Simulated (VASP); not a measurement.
# Ni3Pt (Pm-3m) in VASP: a series of runs

Runs on Ni3Pt. Level: LDA. Tasks: single point.

Program: VASP 6.6.1. These are calculated values, not measurements. Logs are shortened: lines on timing, memory, paths and dates and some standing lists are left out, and cuts for length are marked.

### Step 1. The cell of the first run

The structure is cubic, space group Pm-3m (No. 221). Conventional cell: a = 3.625 Å, b = 3.625 Å, c = 3.625 Å, α = 90.00°, β = 90.00°, γ = 90.00°. Ni (site symmetry 4/mmm) has 8 Ni at 2.56 Å and 4 Pt at 2.56 Å within 3.4 Å. Pt (site symmetry m-3m) has 12 Ni at 2.56 Å within 3.4 Å.

### Step 2. Single point, LDA, collinear spin, ferromagnetic start

The input, POSCAR:

```
Ni3Pt
1.0
    3.6245667900      0.0000000000      0.0000000000
    0.0000000000      3.6245667900      0.0000000000
    0.0000000000      0.0000000000      3.6245667900
Ni Pt
3 1
Direct
    0.5000000000      0.0000000000      0.5000000000
    0.0000000000      0.5000000000      0.5000000000
    0.5000000000      0.5000000000      0.0000000000
    0.0000000000      0.0000000000      0.0000000000
```

The input, INCAR.step1:

```
SYSTEM = Ni3Pt
  PREC = Accurate
  ENCUT = 520
  EDIFF = 1E-6
  ISMEAR = -1
  SIGMA = 0.05
  LREAL = .FALSE.
  LASPH = .TRUE.
  NELM = 150
  ALGO = Normal
  ISIF = 2
  LWAVE = .FALSE.
  LCHARG = .TRUE.
  ISPIN = 2
  MAGMOM = 0.7 0.7 0.7 0.3
  LMAXMIX = 4
  GGA = CA
  NBANDS = 32
```

The input, KPOINTS.step1:

```
regular mesh
0
G
  9 9 9
  0 0 0
```

The input, INCAR.step2:

```
SYSTEM = Ni3Pt
  PREC = Accurate
  ENCUT = 520
  EDIFF = 1E-6
  ISMEAR = -5
  SIGMA = 0.05
  LREAL = .FALSE.
  LASPH = .TRUE.
  NELM = 150
  ALGO = Normal
  ISIF = 2
  LWAVE = .FALSE.
  LCHARG = .FALSE.
  ISPIN = 2
  MAGMOM = 0.7 0.7 0.7 0.3
  LORBIT = 11
  LMAXMIX = 4
  GGA = CA
  NBANDS = 32
  NEDOS = 1001
  ICHARG = 11
```

The input, KPOINTS.step2:

```
regular mesh
0
G
  14 14 14
  0 0 0
```

Potentials or basis: VASP PAW LDA potentials, release 64 (Ni, Pt).

On the command line:

```bash
$ cat potpaw_LDA.64/Ni/POTCAR potpaw_LDA.64/Pt/POTCAR > POTCAR
$ cp INCAR.step1 INCAR
$ cp KPOINTS.step1 KPOINTS
$ mpirun -np 1 vasp_std > vasp.out
$ cp INCAR.step2 INCAR
$ cp KPOINTS.step2 KPOINTS
$ mpirun -np 1 vasp_std > vasp.out
```

OUTCAR:

```text
SYSTEM = Ni3Pt
   PREC = Accurate
   ENCUT = 520
   EDIFF = 1E-6
   ISMEAR = -5
   LREAL = .FALSE.
   LASPH = .TRUE.
   NELM = 150
   ISIF = 2
   ISPIN = 2
   LORBIT = 11
   GGA = CA
   ICHARG = 11

 ion  position               nearest neighbor table
   1  0.500  0.000  0.500-   2 2.56   3 2.56   4 2.56   3 2.56   4 2.56   2 2.56   3 2.56   3 2.56
                             2 2.56   4 2.56   4 2.56   2 2.56
   2  0.000  0.500  0.500-   1 2.56   3 2.56   4 2.56   3 2.56   4 2.56   1 2.56   4 2.56   4 2.56
                             1 2.56   3 2.56   3 2.56   1 2.56
   3  0.500  0.500  0.000-   1 2.56   2 2.56   4 2.56   1 2.56   2 2.56   1 2.56   4 2.56   1 2.56
                             2 2.56   4 2.56   2 2.56   4 2.56
   4  0.000  0.000  0.000-   1 2.56   2 2.56   3 2.56   1 2.56   2 2.56   2 2.56   3 2.56   2 2.56
                             1 2.56   3 2.56   1 2.56   3 2.56

  LATTYP: Found a simple cubic cell.
 ALAT       =     3.6245667900

  Lattice vectors:

 A1 = (   3.6245667900,   0.0000000000,   0.0000000000)
 A2 = (   0.0000000000,   3.6245667900,   0.0000000000)
 A3 = (   0.0000000000,   0.0000000000,   3.6245667900)

Analysis of symmetry for initial positions (statically):
=====================================================================
 Subroutine PRICEL returns:
 Original cell was already a primitive cell.

 Routine SETGRP: Setting up the symmetry group for a
 simple cubic supercell.

 Subroutine GETGRP returns: Found 48 space group operations
 (whereof 48 operations were pure point group operations)
 out of a pool of 48 trial point group operations.

The static configuration has the point symmetry O_h .

Analysis of symmetry for dynamics (positions and initial velocities):
=====================================================================
 Subroutine PRICEL returns:
 Original cell was already a primitive cell.

 Routine SETGRP: Setting up the symmetry group for a
 simple cubic supercell.

 Subroutine GETGRP returns: Found 48 space group operations
 (whereof 48 operations were pure point group operations)
 out of a pool of 48 trial point group operations.

The dynamic configuration has the point symmetry O_h .

Analysis of structural, dynamic, and magnetic symmetry:
=====================================================================
 Subroutine PRICEL returns:
 Original cell was already a primitive cell.

 Routine SETGRP: Setting up the symmetry group for a
 simple cubic supercell.

 Subroutine GETGRP returns: Found 48 space group operations
 (whereof 48 operations were pure point group operations)
 out of a pool of 48 trial point group operations.

The overall configuration has the point symmetry O_h .

 Subroutine INISYM returns: Found 48 space group operations
 (whereof 48 operations are pure point group operations),
[... 129 lines left out ...]
   AEXX    =    0.0000 exact exchange contribution
   IVDW    =     0    specifies the selected vdW correction
   LEPSILON=     F    determine dielectric tensor
   LRPA    =     F    only Hartree local field effects (RPA)
 spin polarized calculation
 Fermi weights with tetrahedron method with Bloechl corrections
  energy-cutoff  :      520.00
  volume of cell :       47.62
 maximum number of plane-waves:      1328
 NGX is ok and might be reduce to    28

 number of electron      40.0000059 magnetization       2.1723269

 Free energy of the ion-electron system (eV)
  ---------------------------------------------------
  ext. energy  EPLUGINS =         0.00000000
  ---------------------------------------------------
  free energy    TOTEN  =       -27.38129563 eV

  energy without entropy =      -27.38129563  energy(sigma->0) =      -27.38129563

 E-fermi :   9.7334     XC(G=0): -13.6396

 val. band max:        9.7993892179   @ k =   0.0714   0.0000   0.0000
 cond. band min:       9.4813329987   @ k =   0.5000   0.5000   0.5000
 fundamental gap:     -0.3180562192
 Fermi energy:         9.7334188138

 spin component 1

 k-point     1 :       0.0000    0.0000    0.0000
  band No.  band energies     occupation
      1       0.2857      1.00000
      2       3.7571      1.00000
      3       3.7571      1.00000
      4       4.7021      1.00000
      5       4.7021      1.00000
      6       4.7021      1.00000
[... 829 lines left out ...]
     31      24.0816      0.00000
     32      25.1346      0.00000

 [... further k-points ...]

 spin component 2

 k-point     1 :       0.0000    0.0000    0.0000
  band No.  band energies     occupation
      1       0.3401      1.00000
      2       3.9552      1.00000
      3       3.9552      1.00000
      4       5.0315      1.00000
      5       5.0315      1.00000
      6       5.0315      1.00000
[... 829 lines left out ...]
     31      24.2032      0.00000
     32      25.2617      0.00000

 [... further k-points ...]
[... 5 lines left out ...]
  --------------------------------------------------------------------------------------
  -------------------------------------------------------------------------------------
  Total       -3.1304987     -3.1304987     -3.1304987      0.0000000      0.0000000     -0.0000000
  in kB     -105.3309001   -105.3309001   -105.3309001      0.0000000      0.0000000     -0.0000000
  external PRESSURE =    -105.3309001 kB  Pullay stress =       0.0000000 kB

 VOLUME and BASIS-vectors are now :
 -----------------------------------------------------------------------------
  energy-cutoff  :      520.00
  volume of cell :       47.62
      direct lattice vectors                 reciprocal lattice vectors
     3.624566790  0.000000000  0.000000000     0.275895040  0.000000000  0.000000000
     0.000000000  3.624566790  0.000000000     0.000000000  0.275895040  0.000000000
     0.000000000  0.000000000  3.624566790     0.000000000  0.000000000  0.275895040

 POSITION                                       TOTAL-FORCE (eV/Angst)
 -----------------------------------------------------------------------------------
      1.81228      0.00000      1.81228         0.000000      0.000000      0.000000
      0.00000      1.81228      1.81228         0.000000      0.000000      0.000000
      1.81228      1.81228      0.00000         0.000000      0.000000      0.000000
      0.00000      0.00000      0.00000         0.000000      0.000000      0.000000
 -----------------------------------------------------------------------------------
    total drift:                               -0.000000      0.000000      0.000000

  FREE ENERGIE OF THE ION-ELECTRON SYSTEM (eV)
  ---------------------------------------------------
  free  energy   TOTEN  =       -27.3812956329 eV

  energy  without entropy=      -27.3812956329  energy(sigma->0) =      -27.38129563

 total charge

# of ion       s       p       d       tot
------------------------------------------
    1        0.472   0.489   8.338   9.298
    2        0.472   0.489   8.338   9.298
    3        0.472   0.489   8.338   9.298
    4        0.745   0.663   8.057   9.465
--------------------------------------------------
tot          2.160   2.130  33.070  37.360

 magnetization (x)

# of ion       s       p       d       tot
------------------------------------------
    1       -0.003  -0.012   0.617   0.602
    2       -0.003  -0.012   0.617   0.602
    3       -0.003  -0.012   0.617   0.602
    4       -0.005  -0.022   0.320   0.293
--------------------------------------------------
tot         -0.015  -0.057   2.171   2.099
```

OUTCAR.step1:

```text
SYSTEM = Ni3Pt
   PREC = Accurate
   ENCUT = 520
   EDIFF = 1E-6
   ISMEAR = -1
   LREAL = .FALSE.
[... 1934 lines left out ...]
      0.00000      1.81228      1.81228         0.000000      0.000000      0.000000
      1.81228      1.81228      0.00000         0.000000      0.000000      0.000000
      0.00000      0.00000      0.00000         0.000000      0.000000      0.000000
 -----------------------------------------------------------------------------------
    total drift:                                0.000000      0.000000      0.000000

  FREE ENERGIE OF THE ION-ELECTRON SYSTEM (eV)
  ---------------------------------------------------
  free  energy   TOTEN  =       -27.4182392853 eV

  energy  without entropy=      -27.3604052013  energy(sigma->0) =      -27.38932224
```

OSZICAR.step1:

```text
N       E                     dE             d eps       ncg     rms          rms(c)
DAV:   1     0.274450670988E+03    0.27445E+03   -0.17728E+04  4632   0.167E+03
DAV:   2    -0.120819163557E+02   -0.28653E+03   -0.26680E+03  4520   0.335E+02
DAV:   3    -0.307221715764E+02   -0.18640E+02   -0.17875E+02  5200   0.102E+02
DAV:   4    -0.310512069786E+02   -0.32904E+00   -0.32869E+00  5016   0.133E+01
DAV:   5    -0.310631100793E+02   -0.11903E-01   -0.11902E-01  5784   0.217E+00    0.220E+01
DAV:   6    -0.313590441348E+02   -0.29593E+00   -0.23771E+01  5056   0.889E+01    0.226E+01
DAV:   7    -0.278360593586E+02    0.35230E+01   -0.27878E+01  5648   0.692E+01    0.862E+00
DAV:   8    -0.274968487707E+02    0.33921E+00   -0.65682E-01  6328   0.956E+00    0.361E+00
DAV:   9    -0.274225659698E+02    0.74283E-01   -0.16079E-01  6976   0.573E+00    0.102E+00
DAV:  10    -0.274193513552E+02    0.32146E-02   -0.27537E-02  5072   0.176E+00    0.397E-01
DAV:  11    -0.274185617622E+02    0.78959E-03   -0.37348E-03  6256   0.641E-01    0.200E-01
DAV:  12    -0.274182469372E+02    0.31483E-03   -0.74445E-04  6072   0.396E-01    0.533E-02
DAV:  13    -0.274182447798E+02    0.21574E-05   -0.71029E-05  5240   0.955E-02    0.418E-02
DAV:  14    -0.274182399087E+02    0.48711E-05   -0.76823E-06  5920   0.394E-02    0.126E-02
DAV:  15    -0.274182392853E+02    0.62331E-06   -0.11260E-06  2712   0.140E-02
   1 F= -.27418239E+02 E0= -.27389322E+02  d E =-.578341E-01  mag=     2.1723
```

It took 1.9 min on 1 thread of Intel Xeon 6975P-C (Granite Rapids), shared host; peak memory 0.35 GiB.

What came out:

- Net moment: 2.17 μB per cell
- Site moments: Ni +0.60; Pt +0.29 μB
- Valence electrons inside the program's atomic spheres: Ni 9.30; Pt 9.46

Levels at points of the mesh, in eV from the Fermi level:
Spin up:
| k point | band 18 | band 19 | band 20 | band 21 | band 22 | band 23 | band 24 | band 25 |
| --- | --- | --- | --- | --- | --- | --- | --- | --- |
| (0.00, 0.00, 0.00) | -0.22 | 0.17 | 0.17 | 0.17 | 2.24 | 2.24 | 2.24 | 8.33 |
| (0.50, 0.00, 0.00) | -1.31 | -0.96 | -0.70 | -0.48 | 0.14 | 7.45 | 7.45 | 8.47 |
| (0.50, 0.50, 0.00) | -1.31 | -1.25 | -1.25 | 0.78 | 0.78 | 1.25 | 2.26 | 10.31 |
| (0.50, 0.50, 0.50) | -0.28 | -0.26 | -0.26 | -0.26 | -0.25 | -0.25 | -0.25 | 4.57 |
Spin down:
| k point | band 15 | band 16 | band 17 | band 18 | band 19 | band 20 | band 21 | band 22 | band 23 | band 24 |
| --- | --- | --- | --- | --- | --- | --- | --- | --- | --- | --- |
| (0.00, 0.00, 0.00) | 0.20 | 0.20 | 0.28 | 0.28 | 0.71 | 0.71 | 0.71 | 2.29 | 2.29 | 2.29 |
| (0.50, 0.00, 0.00) | -0.94 | -0.94 | -0.85 | -0.80 | -0.36 | -0.23 | 0.20 | 0.69 | 7.66 | 7.66 |
| (0.50, 0.50, 0.00) | -1.10 | -1.10 | -0.84 | -0.71 | -0.71 | -0.67 | 1.29 | 1.29 | 1.71 | 2.56 |
| (0.50, 0.50, 0.50) | -0.22 | -0.22 | 0.01 | 0.01 | 0.01 | 0.27 | 0.27 | 0.31 | 0.31 | 0.31 |

Caveat: spin-orbit coupling is left out, which moves the levels of the heavy elements; tetrahedron occupations give inexact forces and stress in metals.

### Step 3. Single point, LDA

POSCAR is that of step 2.

The input, INCAR.step1:

```
  ALGO = Normal
  EDIFF = 1E-6
  ENCUT = 520
  ISIF = 2
  ISMEAR = -1
  LASPH = T
  LCHARG = T
  LMAXMIX = 4
  LREAL = F
  LWAVE = F
  NBANDS = 28
  NELM = 80
  PREC = Accurate
  SIGMA = 0.05
```

The input, KPOINTS.step1:

```
k-points
0
Gamma
  9 9 9
```

The input, INCAR.step2:

```
  ALGO = Normal
  EDIFF = 1E-6
  ENCUT = 520
  ICHARG = 11
  ISIF = 2
  ISMEAR = -5
  LASPH = T
  LCHARG = F
  LMAXMIX = 4
  LORBIT = 11
  LREAL = F
  LWAVE = F
  NEDOS = 1001
  NELM = 80
  PREC = Accurate
  SIGMA = 0.05
```

The input, KPOINTS.step2:

```
k-points
0
Gamma
  14 14 14
```

Potentials or basis: VASP PAW LDA potentials, release 64 (Ni, Pt).

On the command line:

```bash
$ cat potpaw_LDA.64/Ni/POTCAR potpaw_LDA.64/Pt/POTCAR > POTCAR
$ cp INCAR.step1 INCAR
$ cp KPOINTS.step1 KPOINTS
$ mpirun -np 1 vasp_std > vasp.out
$ cp INCAR.step2 INCAR
$ cp KPOINTS.step2 KPOINTS
$ mpirun -np 1 vasp_std > vasp.out
```

Run time: 45 s. Hardware: 1 thread of AMD EPYC 9R45 (Zen 5), shared host; peak memory 0.21 GiB.

It converged, with:

- Valence electrons inside the program's atomic spheres: Ni 9.31; Pt 9.43

Levels at points of the mesh, in eV from the Fermi level:
| k point | band 17 | band 18 | band 19 | band 20 | band 21 | band 22 | band 23 | band 24 |
| --- | --- | --- | --- | --- | --- | --- | --- | --- |
| (0.00, 0.00, 0.00) | 0.13 | 0.13 | 0.49 | 0.49 | 0.49 | 2.34 | 2.34 | 2.34 |
| (0.50, 0.00, 0.00) | -0.99 | -0.94 | -0.51 | -0.38 | 0.02 | 0.47 | 7.62 | 7.62 |
| (0.50, 0.50, 0.00) | -1.07 | -0.87 | -0.87 | -0.83 | 1.16 | 1.16 | 1.54 | 2.47 |
| (0.50, 0.50, 0.50) | -0.16 | -0.16 | -0.16 | 0.06 | 0.06 | 0.14 | 0.14 | 0.14 |

Caveat: spin-orbit coupling is left out, which moves the levels of the heavy elements; tetrahedron occupations give inexact forces and stress in metals. Spin polarisation is off, so any magnetic state and its effect on volume and gap are missing.
